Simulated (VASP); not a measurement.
# Cd (P6_3/mmc) in VASP: further runs, part 2 of 2

VASP 6.6.1. Earlier steps stand in the parts before.

## Step 3: Single point, r2SCAN

This run uses another cell than the first one, of 22.02 Å³/atom.

POSCAR reads:

```
Cd
1.0
    2.9617840039      0.0000000000      0.0000000000
   -1.4808920019      2.5649801879      0.0000000000
    0.0000000000      0.0000000000      5.7970252640
Cd
2
Direct
    0.3333333333      0.6666666667      0.2500000000
    0.6666666667      0.3333333333      0.7500000000
```

INCAR.step1 reads:

```
ALGO = Normal ; EDIFF = 1E-4
ENCUT = 520 ; GGA = PE
ISMEAR = 0 ; LASPH = True
LCHARG = False ; LREAL = False
LWAVE = True ; NBANDS = 19
NELM = 80 ; PREC = Accurate
SIGMA = 0.1
```

INCAR.step2 reads:

```
ALGO = Normal ; EDIFF = 1E-7
ENCUT = 520 ; ISIF = 2
ISMEAR = 0 ; ISTART = 1
LASPH = True ; LCHARG = True
LELF = True ; LMIXTAU = True
LREAL = False ; LVHAR = True
LWAVE = False ; METAGGA = R2SCAN
NBANDS = 19 ; NELM = 80
PREC = Accurate ; SIGMA = 0.1
```

KPOINTS reads:

```
k-points
0
Gamma
  18 18 8
```

Potentials or basis: VASP PAW PBE potentials, release 64 (Cd).

The run is started by

```console
> cat potpaw_PBE.64/Cd/POTCAR > POTCAR
> cp INCAR.step1 INCAR
> mpirun -np 1 vasp_std > vasp.out
> cp INCAR.step2 INCAR
> mpirun -np 1 vasp_std > vasp.out
```

OUTCAR:

```text
EDIFF = 1E-7
   ENCUT = 520
   ISIF = 2
   ISMEAR = 0
   ISTART = 1
   LASPH = True
   LREAL = False
   METAGGA = R2SCAN
   NELM = 80
   PREC = Accurate

 ion  position               nearest neighbor table
   1  0.333  0.667  0.250-   2 3.37   2 3.37   2 3.37   2 3.37   2 3.37   2 3.37
   2  0.667  0.333  0.750-   1 3.37   1 3.37   1 3.37   1 3.37   1 3.37   1 3.37

  LATTYP: Found a hexagonal cell.
 ALAT       =     2.9617840039
 C/A-ratio  =     1.9572748237

  Lattice vectors:

 A1 = (   2.9617840039,   0.0000000000,   0.0000000000)
 A2 = (  -1.4808920019,   2.5649801879,   0.0000000000)
 A3 = (   0.0000000000,   0.0000000000,   5.7970252640)

Analysis of symmetry for initial positions (statically):
=====================================================================
 Subroutine PRICEL returns:
 Original cell was already a primitive cell.

 Routine SETGRP: Setting up the symmetry group for a
 hexagonal supercell.

 Subroutine GETGRP returns: Found 24 space group operations
 (whereof 12 operations were pure point group operations)
 out of a pool of 24 trial point group operations.

The static configuration has the point symmetry D_3d.
 The point group associated with its full space group is D_6h.

Analysis of symmetry for dynamics (positions and initial velocities):
=====================================================================
 Subroutine PRICEL returns:
 Original cell was already a primitive cell.

 Routine SETGRP: Setting up the symmetry group for a
 hexagonal supercell.

 Subroutine GETGRP returns: Found 24 space group operations
 (whereof 12 operations were pure point group operations)
 out of a pool of 24 trial point group operations.

The dynamic configuration has the point symmetry D_3d.
 The point group associated with its full space group is D_6h.

 Subroutine INISYM returns: Found 24 space group operations
 (whereof 12 operations are pure point group operations),
 and found     1 'primitive' translations

----------------------------------------------------------------------------------------

                                     Primitive cell

  volume of cell :      44.0395

  direct lattice vectors                    reciprocal lattice vectors
     2.961784004  0.000000000  0.000000000     0.337634344  0.194933280  0.000000000
    -1.480892002  2.564980188  0.000000000     0.000000000  0.389866559  0.000000000
     0.000000000  0.000000000  5.797025264     0.000000000  0.000000000  0.172502267

  length of vectors
     2.961784004  2.961784004  5.797025264     0.389866559  0.389866559  0.172502267

  position of ions in fractional coordinates (direct lattice)
     0.333333333  0.666666667  0.250000000
     0.666666667  0.333333333  0.750000000

  ion indices of the primitive-cell ions
   primitive index   ion index
                 1           1
                 2           2

----------------------------------------------------------------------------------------

 KPOINTS: k-points

Automatic generation of k-mesh.
 Grid dimensions read from file:
 generate k-points for:   18   18    8

 Generating k-lattice:

  Cartesian coordinates                     Fractional coordinates (reciprocal lattice)
     0.018757464  0.010829627  0.000000000     0.055555556  0.000000000  0.000000000
     0.000000000  0.021659253  0.000000000     0.000000000  0.055555556  0.000000000
     0.000000000  0.000000000  0.021562783     0.000000000  0.000000000  0.125000000

  Length of vectors
     0.021659253  0.021659253  0.021562783

  Shift w.r.t. Gamma in fractional coordinates (k-lattice)
     0.000000000  0.000000000  0.000000000

 Subroutine IBZKPT returns following result:
 ===========================================

 Found    185 irreducible k-points:

 Following reciprocal coordinates:
            Coordinates               Weight
  0.000000  0.000000  0.000000      1.000000
  0.055556  0.000000  0.000000      6.000000
  0.111111  0.000000  0.000000      6.000000
  0.166667  0.000000  0.000000      6.000000
  0.222222  0.000000  0.000000      6.000000
  0.277778  0.000000  0.000000      6.000000
[... 16 lines left out ...]
  0.333333  0.111111  0.000000     12.000000
  0.388889  0.111111  0.000000     12.000000
 [... further k-points ...]
   k-points           NKPTS =    185   k-points in BZ     NKDIM =    185   number of bands    NBANDS=     19
   number of dos      NEDOS =    301   number of ions     NIONS =      2
   total plane-waves  NPLWV =  27648
   dimension x,y,z NGX =    24 NGY =   24 NGZ =   48
   dimension x,y,z NGXF=    48 NGYF=   48 NGZF=   96
   ions per type =               2
   NGX,Y,Z   is equivalent  to a cutoff of  13.47, 13.47, 13.77 a.u.
   NGXF,Y,Z  is equivalent  to a cutoff of  26.94, 26.94, 27.53 a.u.
 SYSTEM =  unknown system
   PREC   = accura    normal or accurate (medium, high low for compatibility)
   ISTART =      1    job   : 0-new  1-cont  2-samecut
   ICHARG =      0    charge: 1-file 2-atom 10-const
   ISPIN  =      1    spin polarized calculation?
   LNONCOLLINEAR =      F non collinear calculations
   LSORBIT =      F    spin-orbit coupling
   LASPH  =      T    aspherical Exc in radial PAW
   ENCUT  =  520.0 eV  38.22 Ry    6.18 a.u.   5.51  5.51 10.78*2*pi/ulx,y,z
   NELM   =     80;   NELMIN=  2; NELMDL=  0     # of ELM steps
   EDIFF  = 0.1E-06   stopping-criterion for ELM
   LREAL  =      F    real-space projection
   EDIFFG = 0.1E-05   stopping-criterion for IOM
   NSW    =      0    number of steps for IOM
   IBRION =     -1    ionic relax: 0-MD 1-quasi-New 2-CG
   NFREE  =      0    steps in history (QN), initial steepest desc. (CG)
   ISIF   =      2    stress and relaxation
   ISYM   =      2    0-nonsym 1-usesym 2-fastsym
   POTIM  = 0.5000    time-step for ionic-motion
   TEBEG  =    0.0;   TEEND  =   0.0 temperature during run
   PSTRESS=    0.0 pullay stress
   NELECT =      24.0000    total number of electrons
   NUPDOWN=      -1.0000    fix difference up-down
   EMIN   =  10.00;   EMAX   =-10.00  energy-range for DOS
   EFERMI =   0.00;   METHOD = LEGACY
   ISMEAR =     0;   SIGMA  =   0.10  broadening in eV -4-tet -1-fermi 0-gaus
   EFERMI_NEDOS =   21; number of points for ismear=-14 and -15
   IALGO  =     38    algorithm
   IMIX   =      4    mixing-type and parameters
     AMIX     =   0.40;   BMIX     =  1.00
     AMIX_MAG =   1.60;   BMIX_MAG =  1.00
  volume/ion in A,a.u.               =      22.02       148.60
  Fermi-wavevector in a.u.,A,eV,Ry     =   1.337204  2.526949 24.328781  1.788115
  Thomas-Fermi vector in A             =   2.465771
   LORBIT       =      0    0 simple, 1 ext, 2 COOP (PROOUT), +10 PAW based schemes
   METAGGA = R2SCAN    functional components
   LHFCALC =     F    Hartree Fock is set to
   AEXX    =    0.0000 exact exchange contribution
   IVDW    =     0    specifies the selected vdW correction
   LEPSILON=     F    determine dielectric tensor
   LRPA    =     F    only Hartree local field effects (RPA)
 non-spin polarized calculation
 Gauss-broadening in eV      SIGMA  =   0.10
  energy-cutoff  :      520.00
  volume of cell :       44.04
 maximum number of plane-waves:      1216
 NGX is ok and might be reduce to    24
   NGX = 11   NGY = 11   NGZ = 21

 number of electron      23.9999991 magnetization

 Free energy of the ion-electron system (eV)
  ---------------------------------------------------
  ext. energy  EPLUGINS =         0.00000000
  ---------------------------------------------------
  free energy    TOTEN  =       -40.20241338 eV

  energy without entropy =      -40.20061103  energy(sigma->0) =      -40.20151220

 E-fermi :   2.8178     XC(G=0): -11.6728

 val. band max:        2.8088440366   @ k =   0.2222   0.0556   0.1250
 cond. band min:       2.8425805846   @ k =   0.1111   0.0000   0.2500
 fundamental gap:      0.0337365479
 Fermi energy:         2.8178047429

 k-point     1 :       0.0000    0.0000    0.0000
  band No.  band energies     occupation
      1      -7.5622      2.00000
      2      -7.3439      2.00000
      3      -6.8786      2.00000
      4      -6.8786      2.00000
      5      -6.8375      2.00000
      6      -6.8375      2.00000
[... 11 lines left out ...]
     18      18.9063      0.00000
     19      19.3087      0.00000

 k-point     2 :       0.0556    0.0000    0.0000
  band No.  band energies     occupation
      1      -7.5266      2.00000
      2      -7.3089      2.00000
      3      -6.8924      2.00000
      4      -6.8504      2.00000
      5      -6.8481      2.00000
      6      -6.8079      2.00000
[... 476 lines left out ...]
 k-point    24 :       0.3889    0.1111    0.0000
  band No.  band energies     occupation
      1      -7.5480      2.00000
      2      -7.3698      2.00000
      3      -7.2318      2.00000
      4      -6.8414      2.00000
      5      -6.6196      2.00000
      6      -6.5267      2.00000
[... 11 lines left out ...]
     18      14.1972      0.00000
     19      15.2455      0.00000

 [... further k-points ...]
[... 5 lines left out ...]
  --------------------------------------------------------------------------------------
  -------------------------------------------------------------------------------------
  Total        0.1202222      0.1202222      0.0583041      0.0000000      0.0000000      0.0000000
  in kB        4.3737377      4.3737377      2.1211299      0.0000000      0.0000000      0.0000000
  external PRESSURE =       3.6228684 kB  Pullay stress =       0.0000000 kB

 VOLUME and BASIS-vectors are now :
 -----------------------------------------------------------------------------
  energy-cutoff  :      520.00
  volume of cell :       44.04
      direct lattice vectors                 reciprocal lattice vectors
     2.961784004  0.000000000  0.000000000     0.337634344  0.194933280  0.000000000
    -1.480892002  2.564980188  0.000000000     0.000000000  0.389866559  0.000000000
     0.000000000  0.000000000  5.797025264     0.000000000  0.000000000  0.172502267

 POSITION                                       TOTAL-FORCE (eV/Angst)
 -----------------------------------------------------------------------------------
     -0.00000      1.70999      1.44926        -0.000000     -0.000000      0.000000
      1.48089      0.85499      4.34777         0.000000      0.000000      0.000000
 -----------------------------------------------------------------------------------
    total drift:                                0.000000     -0.000000      0.000000

  FREE ENERGIE OF THE ION-ELECTRON SYSTEM (eV)
  ---------------------------------------------------
  free  energy   TOTEN  =       -40.2024133778 eV

  energy  without entropy=      -40.2006110268  energy(sigma->0) =      -40.20151220
```

OUTCAR.step1:

```text
EDIFF = 1E-4
   ENCUT = 520
   GGA = PE
   ISMEAR = 0
   LASPH = True
[... 752 lines left out ...]
 -----------------------------------------------------------------------------------
     -0.00000      1.70999      1.44926        -0.000000     -0.000000      0.000000
      1.48089      0.85499      4.34777         0.000000      0.000000      0.000000
 -----------------------------------------------------------------------------------
    total drift:                                0.000000     -0.000000      0.000000

  FREE ENERGIE OF THE ION-ELECTRON SYSTEM (eV)
  ---------------------------------------------------
  free  energy   TOTEN  =        -1.4777257226 eV

  energy  without entropy=       -1.4758510270  energy(sigma->0) =       -1.47678837
```

OSZICAR.step1:

```text
N       E                     dE             d eps       ncg     rms          rms(c)
DAV:   1     0.176944368389E+03    0.17694E+03   -0.13159E+04  7038   0.127E+03
DAV:   2     0.251399889074E+01   -0.17443E+03   -0.16835E+03  7264   0.334E+02
DAV:   3    -0.157097214425E+01   -0.40850E+01   -0.40770E+01  8037   0.586E+01
DAV:   4    -0.157814303736E+01   -0.71709E-02   -0.71703E-02  7687   0.230E+00
DAV:   5    -0.157816557268E+01   -0.22535E-04   -0.22536E-04  7470   0.125E-01    0.436E+00
DAV:   6    -0.148163052430E+01    0.96535E-01   -0.24051E-01  7731   0.586E+00    0.348E+00
DAV:   7    -0.147729486240E+01    0.43357E-02   -0.27105E-02  7782   0.155E+00    0.165E+00
DAV:   8    -0.147768360654E+01   -0.38874E-03   -0.35721E-03  7486   0.719E-01    0.901E-02
DAV:   9    -0.147772572258E+01   -0.42116E-04   -0.25421E-05  4446   0.534E-02
   1 F= -.14777257E+01 E0= -.14767884E+01  d E =-.187470E-02
```

It took 5.5 min on 1 thread of Intel Xeon 8259CL, shared host; peak memory 0.27 GiB.

Results:

| Quantity | Value |
| --- | --- |
| Free energy | -40.2024 eV |
| Pressure | 0.4 GPa |
| Band gap on the k mesh | zero (bands 12 and 13 overlap by 4.78 eV) |

Levels at points of the mesh, in eV from the Fermi level:
| k point | band 10 | band 11 | band 12 | band 13 | band 14 | band 15 |
| --- | --- | --- | --- | --- | --- | --- |
| (0.00, 0.00, 0.00) | -8.93 | -8.93 | -3.62 | -3.12 | 9.87 | 14.39 |
| (0.50, 0.00, 0.00) | -8.58 | -2.29 | -1.73 | 1.84 | 3.13 | 3.22 |
| (0.00, 0.00, 0.50) | -9.02 | -7.61 | -7.61 | 3.23 | 3.23 | 15.65 |
| (0.50, 0.00, 0.50) | -8.59 | -1.55 | -1.55 | 0.26 | 0.26 | 8.05 |

Caveat: the PAW data sets were made with another functional, which shifts forces and pressure a little.

## Step 4: Single point, r2SCAN

This run uses another cell than the first one, of 22.02 Å³/atom.

POSCAR reads:

```
Cd
1.0
    2.9617840039      0.0000000000      0.0000000000
   -1.4808920020      2.5649801879      0.0000000000
    0.0000000000      0.0000000000      5.7970252640
Cd
2
Direct
    0.3333333333      0.6666666667      0.2500000000
    0.6666666667      0.3333333333      0.7500000000
```

INCAR.step1 reads:

```
SYSTEM = Cd
PREC     = Accurate       ! precision mode
ENCUT    = 520            ! plane-wave cutoff, eV
ISMEAR   = 0              ! smearing method
SIGMA    = 0.1            ! smearing width, eV
LREAL    = .FALSE.        ! projectors in reciprocal space
LASPH    = .TRUE.         ! aspherical terms in the spheres
NELM     = 60             ! most SCF steps
NBANDS   = 19             ! bands
GGA      = PE             ! functional
ALGO     = Normal         ! electronic algorithm
EDIFF    = 1E-4           ! SCF threshold, eV
LWAVE    = .TRUE.         ! write WAVECAR
LCHARG   = .FALSE.        ! write CHGCAR
```

INCAR.step2 reads:

```
SYSTEM = Cd
PREC     = Accurate       ! precision mode
ENCUT    = 520            ! plane-wave cutoff, eV
EDIFF    = 1E-6           ! SCF threshold, eV
ISMEAR   = 0              ! smearing method
SIGMA    = 0.1            ! smearing width, eV
LREAL    = .FALSE.        ! projectors in reciprocal space
LASPH    = .TRUE.         ! aspherical terms in the spheres
NELM     = 60             ! most SCF steps
ALGO     = Normal         ! electronic algorithm
ISIF     = 2              ! what is computed and relaxed
LWAVE    = .FALSE.        ! write WAVECAR
LCHARG   = .FALSE.        ! write CHGCAR
METAGGA  = R2SCAN         ! meta-GGA
LMIXTAU  = .TRUE.       
NBANDS   = 19             ! bands
ISTART   = 1
```

KPOINTS reads:

```
regular mesh
0
G
  24 24 10
  0 0 0
```

The run is started by

```console
> cat potpaw_PBE.64/Cd/POTCAR > POTCAR
> cp INCAR.step1 INCAR
> mpirun -np 1 vasp_std > vasp.out
> cp INCAR.step2 INCAR
> mpirun -np 1 vasp_std > vasp.out
```

Wall time 10 min (1 thread of Intel Xeon 8259CL, shared host); peak memory 0.36 GiB.

Results (log left out):

```
Free energy            : -40.2010 eV
Pressure               : 0.4 GPa
Band gap on the k mesh : zero (bands 12 and 13 overlap by 4.56 eV)
```

Stress tensor (GPa, compression positive):
```
0.61 0.00 0.00
0.00 0.61 0.00
0.00 0.00 0.03
```

Levels at points of the mesh, in eV from the Fermi level:
| k point | band 10 | band 11 | band 12 | band 13 | band 14 | band 15 |
| --- | --- | --- | --- | --- | --- | --- |
| (0.00, 0.00, 0.00) | -8.88 | -8.88 | -3.58 | -3.08 | 9.92 | 14.44 |
| (0.50, 0.00, 0.00) | -8.53 | -2.25 | -1.69 | 1.89 | 3.17 | 3.26 |
| (0.00, 0.00, 0.50) | -8.97 | -7.56 | -7.56 | 3.27 | 3.27 | 15.70 |
| (0.50, 0.00, 0.50) | -8.54 | -1.51 | -1.51 | 0.31 | 0.31 | 8.09 |

Caveat: the PAW data sets were made with another functional, which shifts forces and pressure a little.

## Step 5: Overview

```tsv
cell	k mesh	gap on the mesh (eV)	pressure (GPa)
a = 2.843, b = 2.843, c = 6.208 Å, angles 90.0, 90.0, 120.0°, 2 atoms	24 × 24 × 10	none	4.9
a = 2.962, b = 2.962, c = 5.797 Å, angles 90.0, 90.0, 120.0°, 2 atoms	18 × 18 × 8	none	0.4
a = 2.962, b = 2.962, c = 5.797 Å, angles 90.0, 90.0, 120.0°, 2 atoms	24 × 24 × 10	none	0.4
```

Alike in all rows: task single point; level r2SCAN; potentials or basis VASP PAW PBE potentials, release 64 (Cd); no spin polarisation; cutoff (eV) 520; smearing gaussian 0.1 eV.

Caveats: the PAW data sets were made with another functional, which shifts forces and pressure a little; the stress differs along the axes, from 0 to 7 GPa (at least some runs).

Absolute energies hang on the potentials; compare differences alone.

The gap in the log of VASP goes by the Fermi energy; the results here count the filled bands.